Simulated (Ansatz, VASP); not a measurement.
## Two plane-wave programs on Hg

```
Hg
1.0
    -2.92975    2.92975    1.57255
     2.92975   -2.92975    1.57255
     2.92975    2.92975   -1.57255
Hg
2
Cartesian
  0.0000 0.0000 0.0000
  0.0000 2.9298 0.7863
```

Alike in both runs: task single point; functional PBE; k mesh 10 × 10 × 10; occupations fermi-dirac, width 0.05 eV; no spin polarisation.

|  | VASP | Ansatz |
| --- | --- | --- |
| version | VASP 6.6.1 | Ansatz 0.2.0 |
| potentials or method | VASP PAW PBE potentials, release 64 (Hg) | Ansatz PAW |
| plane-wave cutoff (eV) | 520 | 420 |
| valence electrons in the cell | 24 | 40 |

|  | VASP | Ansatz | Ansatz less VASP |
| --- | --- | --- | --- |
| gap on the k mesh at the Fermi level (eV) | none | none | - |
| pressure (GPa) | 1.7 | 1.5 | -0.25 |
| traceless stress, the component that is largest in VASP (GPa) | -0.11 | -0.09 | +0.025 |

A gap of «none» marks a metal or a gap that the smearing closes. The functional is the same, so the differences come from potentials, cutoffs and numerics. VASP's potentials hold 24 valence electrons a cell and Ansatz's 40, so a difference there can come from the potentials and not from the codes.

Spin-orbit coupling is off throughout.
